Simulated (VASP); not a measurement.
# RbBr (Fm-3m) in VASP: notebook, part 2 of 2

VASP 6.6.1. Earlier steps stand in the parts before.

## Step 3: Single point, PBE (volume scaled by 1.03)

Contents of INCAR:

```
SYSTEM = RbBr
PREC     = Accurate       ! precision mode
ENCUT    = 520            ! plane-wave cutoff, eV
EDIFF    = 1E-6           ! SCF threshold, eV
ISMEAR   = 0              ! smearing method
SIGMA    = 0.02           ! smearing width, eV
LREAL    = .FALSE.        ! projectors in reciprocal space
LASPH    = .TRUE.         ! aspherical terms in the spheres
NELM     = 80             ! most SCF steps
ALGO     = Normal         ! electronic algorithm
ISIF     = 2              ! what is computed and relaxed
LWAVE    = .FALSE.        ! write WAVECAR
LCHARG   = .FALSE.        ! write CHGCAR
GGA      = PE             ! functional
NBANDS   = 15             ! bands
```

Contents of KPOINTS:

```
Automatic mesh
0
G
  6 6 6
  0 0 0
```

Contents of POSCAR:

```
RbBr
1.0
    0.0000000000      3.5434208875      3.5434208875
    3.5434208875      0.0000000000      3.5434208875
    3.5434208875      3.5434208875      0.0000000000
Rb Br
1 1
Direct
    0.0000000000      0.0000000000      0.0000000000
    0.5000000000      0.5000000000      0.5000000000
```

Potentials or basis: VASP PAW PBE potentials, release 64 (Rb_sv, Br).

On the command line:

```console
> cat potpaw_PBE.64/Rb_sv/POTCAR potpaw_PBE.64/Br/POTCAR > POTCAR
> mpirun -np 1 vasp_std > vasp.out
```

OUTCAR:

```text
SYSTEM = RbBr
   PREC = Accurate
   ENCUT = 520
   EDIFF = 1E-6
   ISMEAR = 0
   LREAL = .FALSE.
   LASPH = .TRUE.
   NELM = 80
   ISIF = 2
   GGA = PE

 ion  position               nearest neighbor table
   1  0.000  0.000  0.000-   2 3.54   2 3.54   2 3.54   2 3.54   2 3.54   2 3.54
   2  0.500  0.500  0.500-   1 3.54   1 3.54   1 3.54   1 3.54   1 3.54   1 3.54

  LATTYP: Found a face centered cubic cell.
 ALAT       =     7.0868417750

  Lattice vectors:

 A1 = (   0.0000000000,   3.5434208875,   3.5434208875)
 A2 = (   3.5434208875,   0.0000000000,   3.5434208875)
 A3 = (   3.5434208875,   3.5434208875,   0.0000000000)

Analysis of symmetry for initial positions (statically):
=====================================================================
 Subroutine PRICEL returns:
 Original cell was already a primitive cell.

 Routine SETGRP: Setting up the symmetry group for a
 face centered cubic supercell.

 Subroutine GETGRP returns: Found 48 space group operations
 (whereof 48 operations were pure point group operations)
 out of a pool of 48 trial point group operations.

The static configuration has the point symmetry O_h .

Analysis of symmetry for dynamics (positions and initial velocities):
=====================================================================
 Subroutine PRICEL returns:
 Original cell was already a primitive cell.

 Routine SETGRP: Setting up the symmetry group for a
 face centered cubic supercell.

 Subroutine GETGRP returns: Found 48 space group operations
 (whereof 48 operations were pure point group operations)
 out of a pool of 48 trial point group operations.

The dynamic configuration has the point symmetry O_h .

 Subroutine INISYM returns: Found 48 space group operations
 (whereof 48 operations are pure point group operations),
 and found     1 'primitive' translations

----------------------------------------------------------------------------------------

                                     Primitive cell

  volume of cell :      88.9812

  direct lattice vectors                    reciprocal lattice vectors
     0.000000000  3.543420887  3.543420887    -0.141106579  0.141106579  0.141106579
     3.543420887  0.000000000  3.543420887     0.141106579 -0.141106579  0.141106579
     3.543420887  3.543420887  0.000000000     0.141106579  0.141106579 -0.141106579

  length of vectors
     5.011153876  5.011153876  5.011153876     0.244403764  0.244403764  0.244403764

  position of ions in fractional coordinates (direct lattice)
     0.000000000  0.000000000  0.000000000
     0.500000000  0.500000000  0.500000000

  ion indices of the primitive-cell ions
   primitive index   ion index
                 1           1
                 2           2

----------------------------------------------------------------------------------------

 KPOINTS: Automatic mesh

Automatic generation of k-mesh.
 Grid dimensions read from file:
 generate k-points for:    6    6    6

 Generating k-lattice:

  Cartesian coordinates                     Fractional coordinates (reciprocal lattice)
    -0.023517763  0.023517763  0.023517763     0.166666667  0.000000000  0.000000000
     0.023517763 -0.023517763  0.023517763     0.000000000  0.166666667  0.000000000
     0.023517763  0.023517763 -0.023517763     0.000000000  0.000000000  0.166666667

  Length of vectors
     0.040733961  0.040733961  0.040733961

  Shift w.r.t. Gamma in fractional coordinates (k-lattice)
[... 28 lines left out ...]
   dimension x,y,z NGX =    40 NGY =   40 NGZ =   40
   dimension x,y,z NGXF=    80 NGYF=   80 NGZF=   80
   ions per type =               1   1
   NGX,Y,Z   is equivalent  to a cutoff of  13.27, 13.27, 13.27 a.u.
   NGXF,Y,Z  is equivalent  to a cutoff of  26.54, 26.54, 26.54 a.u.
 SYSTEM =  RbBr
   PREC   = accura    normal or accurate (medium, high low for compatibility)
   ISTART =      0    job   : 0-new  1-cont  2-samecut
   ICHARG =      2    charge: 1-file 2-atom 10-const
   ISPIN  =      1    spin polarized calculation?
   LNONCOLLINEAR =      F non collinear calculations
   LSORBIT =      F    spin-orbit coupling
   LASPH  =      T    aspherical Exc in radial PAW
   ENCUT  =  520.0 eV  38.22 Ry    6.18 a.u.   9.32  9.32  9.32*2*pi/ulx,y,z
   NELM   =     80;   NELMIN=  2; NELMDL= -5     # of ELM steps
   EDIFF  = 0.1E-05   stopping-criterion for ELM
   LREAL  =      F    real-space projection
   EDIFFG = 0.1E-04   stopping-criterion for IOM
   NSW    =      0    number of steps for IOM
   IBRION =     -1    ionic relax: 0-MD 1-quasi-New 2-CG
   NFREE  =      0    steps in history (QN), initial steepest desc. (CG)
   ISIF   =      2    stress and relaxation
   ISYM   =      2    0-nonsym 1-usesym 2-fastsym
   POTIM  = 0.5000    time-step for ionic-motion
   TEBEG  =    0.0;   TEEND  =   0.0 temperature during run
   PSTRESS=    0.0 pullay stress
   NELECT =      16.0000    total number of electrons
   NUPDOWN=      -1.0000    fix difference up-down
   EMIN   =  10.00;   EMAX   =-10.00  energy-range for DOS
   EFERMI =   0.00;   METHOD = LEGACY
   ISMEAR =     0;   SIGMA  =   0.02  broadening in eV -4-tet -1-fermi 0-gaus
   EFERMI_NEDOS =   21; number of points for ismear=-14 and -15
   IALGO  =     38    algorithm
   IMIX   =      4    mixing-type and parameters
     AMIX     =   0.40;   BMIX     =  1.00
     AMIX_MAG =   1.60;   BMIX_MAG =  1.00
  volume/ion in A,a.u.               =      44.49       300.24
  Fermi-wavevector in a.u.,A,eV,Ry     =   0.924022  1.746147 11.616869  0.853816
  Thomas-Fermi vector in A             =   2.049722
   LORBIT       =      0    0 simple, 1 ext, 2 COOP (PROOUT), +10 PAW based schemes
   GGA     = PE    functional components
   LHFCALC =     F    Hartree Fock is set to
   AEXX    =    0.0000 exact exchange contribution
   IVDW    =     0    specifies the selected vdW correction
   LEPSILON=     F    determine dielectric tensor
   LRPA    =     F    only Hartree local field effects (RPA)
 non-spin polarized calculation
 Gauss-broadening in eV      SIGMA  =   0.02
  energy-cutoff  :      520.00
  volume of cell :       88.98
 maximum number of plane-waves:      2421
 NGX is ok and might be reduce to    40
   NGX = 19   NGY = 19   NGZ = 19

 number of electron      16.0000001 magnetization

 Free energy of the ion-electron system (eV)
  ---------------------------------------------------
  ext. energy  EPLUGINS =         0.00000000
  ---------------------------------------------------
  free energy    TOTEN  =        -6.11323763 eV

  energy without entropy =       -6.11323763  energy(sigma->0) =       -6.11323763

 E-fermi :  -2.0146     XC(G=0):  -6.8456

 val. band max:       -2.1026667106   @ k =   0.0000   0.0000   0.0000
 cond. band min:       2.0175645570   @ k =   0.0000   0.0000   0.0000
 fundamental gap:      4.1202312676
 Fermi energy:        -2.0145702209

 k-point     1 :       0.0000    0.0000    0.0000
  band No.  band energies     occupation
      1     -26.7397      2.00000
      2     -14.1930      2.00000
      3     -10.8083      2.00000
      4     -10.8083      2.00000
      5     -10.8083      2.00000
      6      -2.1027      2.00000
      7      -2.1027      2.00000
      8      -2.1027      2.00000
      9       2.0176      0.00000
     10       5.1318      0.00000
     11       5.1318      0.00000
     12       5.1318      0.00000
     13       5.9536      0.00000
     14       5.9536      0.00000
[... 257 lines left out ...]
      2     -14.1651      2.00000
      3     -10.9112      2.00000
      4     -10.8747      2.00000
      5     -10.8137      2.00000
      6      -2.4886      2.00000
      7      -2.4437      2.00000
      8      -2.3454      2.00000
      9       4.1954      0.00000
     10       5.3401      0.00000
     11       5.6272      0.00000
     12       6.4380      0.00000
     13       7.5471      0.00000
     14       8.3537      0.00000
     15       8.7065      0.00000

------------------------ aborting loop because EDIFF is reached ----------------------------------------

  FORCE on cell =-STRESS in cart. coord.  units (eV):
  Direction    XX          YY          ZZ          XY          YZ          ZX
  --------------------------------------------------------------------------------------
  -------------------------------------------------------------------------------------
  Total       -0.1725791     -0.1725791     -0.1725791     -0.0000000      0.0000000      0.0000000
  in kB       -3.1074250     -3.1074250     -3.1074250     -0.0000000      0.0000000      0.0000000
  external PRESSURE =      -3.1074250 kB  Pullay stress =       0.0000000 kB

 VOLUME and BASIS-vectors are now :
 -----------------------------------------------------------------------------
  energy-cutoff  :      520.00
  volume of cell :       88.98
      direct lattice vectors                 reciprocal lattice vectors
     0.000000000  3.543420887  3.543420887    -0.141106579  0.141106579  0.141106579
     3.543420887  0.000000000  3.543420887     0.141106579 -0.141106579  0.141106579
     3.543420887  3.543420887  0.000000000     0.141106579  0.141106579 -0.141106579

 POSITION                                       TOTAL-FORCE (eV/Angst)
 -----------------------------------------------------------------------------------
      0.00000      0.00000      0.00000         0.000000     -0.000000      0.000000
      3.54342      3.54342      3.54342        -0.000000      0.000000     -0.000000
 -----------------------------------------------------------------------------------
    total drift:                                0.000000     -0.000000     -0.000000

  FREE ENERGIE OF THE ION-ELECTRON SYSTEM (eV)
  ---------------------------------------------------
  free  energy   TOTEN  =        -6.1132376348 eV

  energy  without entropy=       -6.1132376348  energy(sigma->0) =       -6.11323763
```

Run time: 30 s. Hardware: 1 thread of Intel Xeon Platinum 8259CL at 2.50GHz (Skylake/Cascade Lake), shared host; peak memory 0.24 GiB.

Results:

```yaml
Free_energy: -6.1132 eV
Pressure: -0.3 GPa
Band_gap_on_the_k_mesh: 4.12 eV, direct
```

Levels at points of the mesh, in eV from the valence-band top:
```tsv
k point	band 6	band 7	band 8	band 9	band 10	band 11
(0.00, 0.00, 0.00)	0.00	0.00	0.00	4.12	7.23	7.23
(0.50, 0.00, 0.00)	-0.83	-0.28	-0.28	6.55	7.36	9.18
(0.50, 0.50, 0.00)	-0.44	-0.15	-0.15	5.69	6.75	8.69
```

## Step 4: Single point, PBE (volume scaled by 1.06)

Contents of INCAR:

```
  PREC = Accurate
  ENCUT = 520
  EDIFF = 1E-6
  ISMEAR = 0
  SIGMA = 0.02
  LREAL = False
  LASPH = True
  NELM = 60
  ALGO = Normal
  ISIF = 2
  LWAVE = False
  LCHARG = True
  GGA = PE
  LELF = True
  LVHAR = True
  NBANDS = 15
```

Contents of KPOINTS:

```
regular mesh
0
Gamma
  6 6 6
```

Contents of POSCAR:

```
RbBr
1.0
    0.0000000000      3.5774943324      3.5774943324
    3.5774943324      0.0000000000      3.5774943324
    3.5774943324      3.5774943324      0.0000000000
Rb Br
1 1
Direct
    0.0000000000      0.0000000000      0.0000000000
    0.5000000000      0.5000000000      0.5000000000
```

On the command line:

```console
> cat potpaw_PBE.64/Rb_sv/POTCAR potpaw_PBE.64/Br/POTCAR > POTCAR
> mpirun -np 1 vasp_std > vasp.out
```

It took 35 s on 1 thread of Intel Xeon Platinum 8259CL at 2.50GHz (Skylake/Cascade Lake), shared host; peak memory 0.24 GiB.

The run converged. Its results:

```yaml
Free_energy: -6.1061 eV
Pressure: -0.6 GPa
Band_gap_on_the_k_mesh: 4.06 eV, direct
```

Levels at points of the mesh, in eV from the valence-band top:
| k point | band 6 | band 7 | band 8 | band 9 | band 10 | band 11 |
| --- | --- | --- | --- | --- | --- | --- |
| (0.00, 0.00, 0.00) | 0.00 | 0.00 | 0.00 | 4.06 | 7.22 | 7.22 |
| (0.50, 0.00, 0.00) | -0.79 | -0.26 | -0.26 | 6.48 | 7.25 | 9.09 |
| (0.50, 0.50, 0.00) | -0.43 | -0.15 | -0.15 | 5.70 | 6.65 | 8.55 |

## Step 5: Single point, PBE (volume scaled by 1.10)

Contents of INCAR:

```
ALGO = Normal
EDIFF = 1E-6
ENCUT = 520
GGA = PE
ISIF = 2
ISMEAR = 0
LASPH = True
LCHARG = False
LREAL = False
LWAVE = False
NBANDS = 15
NELM = 60
PREC = Accurate
SIGMA = 0.02
```

Contents of KPOINTS:

```
k-points
0
Gamma
  6 6 6
```

Contents of POSCAR:

```
RbBr
1.0
    0.0000000000      3.6219398004      3.6219398004
    3.6219398004      0.0000000000      3.6219398004
    3.6219398004      3.6219398004      0.0000000000
Rb Br
1 1
Direct
    0.0000000000      0.0000000000      0.0000000000
    0.5000000000      0.5000000000      0.5000000000
```

On the command line:

```console
> cat potpaw_PBE.64/Rb_sv/POTCAR potpaw_PBE.64/Br/POTCAR > POTCAR
> mpirun -np 1 vasp_std > vasp.out
```

It took 30 s on 1 thread of Intel Xeon Platinum 8259CL at 2.50GHz (Skylake/Cascade Lake), shared host; peak memory 0.24 GiB.

Results (log left out):

```yaml
Free_energy: -6.0902 eV
Pressure: -0.9 GPa
Band_gap_on_the_k_mesh: 3.97 eV, direct
```

Levels at points of the mesh, in eV from the valence-band top:
```
           k point  band 4  band 5  band 6  band 7  band 8  band 9  band 10  band 11  band 12  band 13
(0.00, 0.00, 0.00)   -8.86   -8.86    0.00    0.00    0.00    3.97     7.19     7.19     7.19     7.97
(0.50, 0.00, 0.00)   -8.87   -8.85   -0.74   -0.23   -0.23    6.38     7.11     8.97     8.97     9.61
(0.50, 0.50, 0.00)   -8.90   -8.90   -0.42   -0.14   -0.14    5.72     6.52     8.37     8.78     8.86
```

## Step 6: The runs side by side

| cell | gap on the mesh (eV) | pressure (GPa) |
| --- | --- | --- |
| a = 4.912 Å, angles 60.0°, 2 atoms | 4.26 | 0.4 |
| a = 5.011 Å, angles 60.0°, 2 atoms | 4.12 | -0.3 |
| a = 5.059 Å, angles 60.0°, 2 atoms | 4.06 | -0.6 |
| a = 5.122 Å, angles 60.0°, 2 atoms | 3.97 | -0.9 |

Alike in all rows: task single point; level PBE; potentials or basis VASP PAW PBE potentials, release 64 (Rb_sv, Br); no spin polarisation; k mesh 6 × 6 × 6; cutoff (eV) 520; smearing gaussian 0.02 eV.

Absolute energies hang on the potentials; compare differences alone.
